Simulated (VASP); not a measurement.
# Pd (Fm-3m) in VASP: a series of runs, part 2 of 2

VASP 6.6.1.

### Step 3. Electric field gradients, LDA (13.83 Å³/atom)

Input file INCAR:

```
ALGO = Normal
EDIFF = 1E-8
ENCUT = 520
ISIF = 2
ISMEAR = -1
LASPH = True
LCHARG = False
LEFG = True
LREAL = False
LWAVE = False
NBANDS = 11
NELM = 80
PREC = Accurate
SIGMA = 0.05
```

Input file KPOINTS:

```
k-points
0
Gamma
  18 18 18
```

Input file POSCAR:

```
Pd
1.0
    0.0000000000      1.9051970228      1.9051970228
    1.9051970228      0.0000000000      1.9051970228
    1.9051970228      1.9051970228      0.0000000000
Pd
1
Direct
    0.0000000000      0.0000000000      0.0000000000
```

Potentials or basis: VASP PAW LDA potentials, release 64 (Pd).

Run with:

```console
$ cat potpaw_LDA.64/Pd/POTCAR > POTCAR
$ mpirun -np 1 vasp_std > vasp.out
```

OUTCAR:

```text
EDIFF = 1E-8
   ENCUT = 520
   ISIF = 2
   ISMEAR = -1
   LASPH = True
   LREAL = False
   NELM = 80
   PREC = Accurate

 ion  position               nearest neighbor table
   1  0.000  0.000  0.000-

  LATTYP: Found a face centered cubic cell.
 ALAT       =     3.8103940456

  Lattice vectors:

 A1 = (   0.0000000000,   1.9051970228,   1.9051970228)
 A2 = (   1.9051970228,   0.0000000000,   1.9051970228)
 A3 = (   1.9051970228,   1.9051970228,   0.0000000000)

Analysis of symmetry for initial positions (statically):
=====================================================================
 Subroutine PRICEL returns:
 Original cell was already a primitive cell.

 Routine SETGRP: Setting up the symmetry group for a
 face centered cubic supercell.

 Subroutine GETGRP returns: Found 48 space group operations
 (whereof 48 operations were pure point group operations)
 out of a pool of 48 trial point group operations.

The static configuration has the point symmetry O_h .

Analysis of symmetry for dynamics (positions and initial velocities):
=====================================================================
 Subroutine PRICEL returns:
 Original cell was already a primitive cell.

 Routine SETGRP: Setting up the symmetry group for a
 face centered cubic supercell.

 Subroutine GETGRP returns: Found 48 space group operations
 (whereof 48 operations were pure point group operations)
 out of a pool of 48 trial point group operations.

The dynamic configuration has the point symmetry O_h .

 Subroutine INISYM returns: Found 48 space group operations
 (whereof 48 operations are pure point group operations),
 and found     1 'primitive' translations

----------------------------------------------------------------------------------------

                                     Primitive cell

  volume of cell :      13.8309

  direct lattice vectors                    reciprocal lattice vectors
     0.000000000  1.905197023  1.905197023    -0.262440049  0.262440049  0.262440049
     1.905197023  0.000000000  1.905197023     0.262440049 -0.262440049  0.262440049
     1.905197023  1.905197023  0.000000000     0.262440049  0.262440049 -0.262440049

  length of vectors
     2.694355469  2.694355469  2.694355469     0.454559499  0.454559499  0.454559499

  position of ions in fractional coordinates (direct lattice)
     0.000000000  0.000000000  0.000000000

  ion indices of the primitive-cell ions
   primitive index   ion index
                 1           1

----------------------------------------------------------------------------------------

 KPOINTS: k-points

Automatic generation of k-mesh.
 Grid dimensions read from file:
 generate k-points for:   18   18   18

 Generating k-lattice:

[... 69 lines left out ...]
   POTIM  = 0.5000    time-step for ionic-motion
   TEBEG  =    0.0;   TEEND  =   0.0 temperature during run
   PSTRESS=    0.0 pullay stress
   NELECT =      10.0000    total number of electrons
   NUPDOWN=      -1.0000    fix difference up-down
   EMIN   =  10.00;   EMAX   =-10.00  energy-range for DOS
   EFERMI =   0.00;   METHOD = LEGACY
   ISMEAR =    -1;   SIGMA  =   0.05  broadening in eV -4-tet -1-fermi 0-gaus
   EFERMI_NEDOS =   21; number of points for ismear=-14 and -15
   IALGO  =     38    algorithm
   IMIX   =      4    mixing-type and parameters
     AMIX     =   0.40;   BMIX     =  1.00
     AMIX_MAG =   1.60;   BMIX_MAG =  1.00
  volume/ion in A,a.u.               =      13.83        93.34
  Fermi-wavevector in a.u.,A,eV,Ry     =   1.469349  2.776667 29.374791  2.158986
  Thomas-Fermi vector in A             =   2.584737
   LORBIT       =      0    0 simple, 1 ext, 2 COOP (PROOUT), +10 PAW based schemes
   GGA     = CA    functional components
   LHFCALC =     F    Hartree Fock is set to
   AEXX    =    0.0000 exact exchange contribution
   IVDW    =     0    specifies the selected vdW correction
   LEPSILON=     F    determine dielectric tensor
   LRPA    =     F    only Hartree local field effects (RPA)
 non-spin polarized calculation
  energy-cutoff  :      520.00
  volume of cell :       13.83
 maximum number of plane-waves:       388
   NGX =  9   NGY =  9   NGZ =  9

 number of electron      10.0000003 magnetization

 Free energy of the ion-electron system (eV)
  ---------------------------------------------------
  ext. energy  EPLUGINS =         0.00000000
  ---------------------------------------------------
  free energy    TOTEN  =        -6.50086455 eV

  energy without entropy =       -6.48431310  energy(sigma->0) =       -6.49258883

 E-fermi :  10.7488     XC(G=0): -13.9137

 val. band max:       10.7446315592   @ k =  -0.4444   0.3889   0.1111
 cond. band min:      10.7508181817   @ k =   0.5000   0.1111   0.0000
 fundamental gap:      0.0061866225
 Fermi energy:        10.7488334147

 k-point     1 :       0.0000    0.0000    0.0000
  band No.  band energies     occupation
      1       2.9872      2.00000
      2       7.5569      2.00000
      3       7.5569      2.00000
      4       7.5569      2.00000
      5       9.3844      2.00000
      6       9.3844      2.00000
      7      27.8686      0.00000
      8      32.9626      0.00000
      9      32.9626      0.00000
     10      32.9626      0.00000
     11      36.2696      0.00000
[... 309 lines left out ...]
 k-point    24 :      -0.2222    0.0556    0.0000
  band No.  band energies     occupation
      1       4.7738      2.00000
      2       7.3028      2.00000
      3       7.9199      2.00000
      4       7.9586      2.00000
      5       9.2354      2.00000
      6       9.8267      2.00000
      7      26.1396      0.00000
      8      29.1516      0.00000
      9      33.6027      0.00000
     10      35.7864      0.00000
     11      36.3440      0.00000

 [... further k-points ...]

------------------------ aborting loop because EDIFF is reached ----------------------------------------

  FORCE on cell =-STRESS in cart. coord.  units (eV):
  Direction    XX          YY          ZZ          XY          YZ          ZX
  --------------------------------------------------------------------------------------
  -------------------------------------------------------------------------------------
  Total        0.4980899      0.4980899      0.4980899      0.0000000      0.0000000      0.0000000
  in kB       57.6990508     57.6990508     57.6990508      0.0000000      0.0000000      0.0000000
  external PRESSURE =      57.6990508 kB  Pullay stress =       0.0000000 kB

 VOLUME and BASIS-vectors are now :
 -----------------------------------------------------------------------------
  energy-cutoff  :      520.00
  volume of cell :       13.83
      direct lattice vectors                 reciprocal lattice vectors
     0.000000000  1.905197023  1.905197023    -0.262440049  0.262440049  0.262440049
     1.905197023  0.000000000  1.905197023     0.262440049 -0.262440049  0.262440049
     1.905197023  1.905197023  0.000000000     0.262440049  0.262440049 -0.262440049

 POSITION                                       TOTAL-FORCE (eV/Angst)
 -----------------------------------------------------------------------------------
      0.00000      0.00000      0.00000         0.000000     -0.000000      0.000000
 -----------------------------------------------------------------------------------
    total drift:                                0.000000      0.000000      0.000000

  FREE ENERGIE OF THE ION-ELECTRON SYSTEM (eV)
  ---------------------------------------------------
  free  energy   TOTEN  =        -6.5008645544 eV

  energy  without entropy=       -6.4843131014  energy(sigma->0) =       -6.49258883

 Electric field gradients (V/A^2)
---------------------------------------------------------------------
 ion       V_xx      V_yy      V_zz      V_xy      V_xz      V_yz
---------------------------------------------------------------------
   1      -0.000     0.000    -0.000     0.001     0.001     0.001
---------------------------------------------------------------------

 Electric field gradients after diagonalization (V/A^2)
 (convention: |V_zz| > |V_xx| > |V_yy|)
----------------------------------------------------------------------
 ion       V_xx      V_yy      V_zz     asymmetry (V_yy - V_xx)/ V_zz
----------------------------------------------------------------------
   1      -0.001    -0.001     0.001       0.000
----------------------------------------------------------------------

           NMR quadrupolar parameters

 Cq : quadrupolar parameter    Cq=e*Q*V_zz/h
 eta: asymmetry parameters     (V_yy - V_xx)/ V_zz
 Q  : nuclear electric quadrupole moment in mb (millibarn)
----------------------------------------------------------------------
 ion       Cq(MHz)       eta       Q (mb)
----------------------------------------------------------------------
   1       0.000       0.000       1.000
----------------------------------------------------------------------
```

OSZICAR:

```text
N       E                     dE             d eps       ncg     rms          rms(c)
DAV:   1     0.415337105148E+02    0.41534E+02   -0.51812E+03  4298   0.859E+02
DAV:   2    -0.630758872208E+01   -0.47841E+02   -0.46404E+02  4737   0.186E+02
DAV:   3    -0.685123123575E+01   -0.54364E+00   -0.54256E+00  5196   0.215E+01
DAV:   4    -0.685321701186E+01   -0.19858E-02   -0.19855E-02  5231   0.134E+00
DAV:   5    -0.685323496128E+01   -0.17949E-04   -0.17950E-04  5553   0.119E-01    0.977E+00
DAV:   6    -0.652421982153E+01    0.32902E+00   -0.12530E+00  5385   0.917E+00    0.466E+00
DAV:   7    -0.650679032592E+01    0.17429E-01   -0.37561E-02  5700   0.127E+00    0.228E+00
DAV:   8    -0.650089347554E+01    0.58969E-02   -0.24668E-03  5324   0.514E-01    0.109E-01
DAV:   9    -0.650085966978E+01    0.33806E-04   -0.18144E-04  5554   0.116E-01    0.135E-02
DAV:  10    -0.650086467665E+01   -0.50069E-05   -0.29054E-06  5433   0.128E-02    0.992E-03
DAV:  11    -0.650086454910E+01    0.12755E-06   -0.48413E-08  5456   0.188E-03    0.127E-03
DAV:  12    -0.650086455437E+01   -0.52736E-08   -0.28393E-09  3833   0.260E-04
   1 F= -.65008646E+01 E0= -.64925888E+01  d E =-.165515E-01
```

Wall time 16 s (1 thread of Intel Xeon Platinum 8375C at 2.90GHz (Ice Lake), shared host); peak memory 0.14 GiB.

What came out:

| Property | Result |
| --- | --- |
| Free energy | -6.5009 eV |
| Pressure | 5.8 GPa |
| Band gap on the k mesh | zero (bands 5 and 6 overlap by 1.78 eV) |
| Largest electric field gradient by atom | zero within the noise of the run |

Levels at points of the mesh, in eV from the Fermi level:
| k point | band 1 | band 2 | band 3 | band 4 | band 5 | band 6 | band 7 | band 8 | band 9 | band 10 |
| --- | --- | --- | --- | --- | --- | --- | --- | --- | --- | --- |
| (0.00, 0.00, 0.00) | -7.76 | -3.19 | -3.19 | -3.19 | -1.36 | -1.36 | 17.12 | 22.21 | 22.21 | 22.21 |
| (0.50, 0.00, 0.00) | -5.90 | -3.24 | -3.24 | -0.02 | -0.02 | 0.79 | 7.78 | 16.51 | 21.53 | 21.53 |
| (0.50, 0.50, 0.00) | -6.02 | -5.71 | -0.04 | 0.33 | 0.33 | 3.24 | 11.40 | 13.40 | 13.40 | 22.46 |

Caveat: the cell stands under pressure.
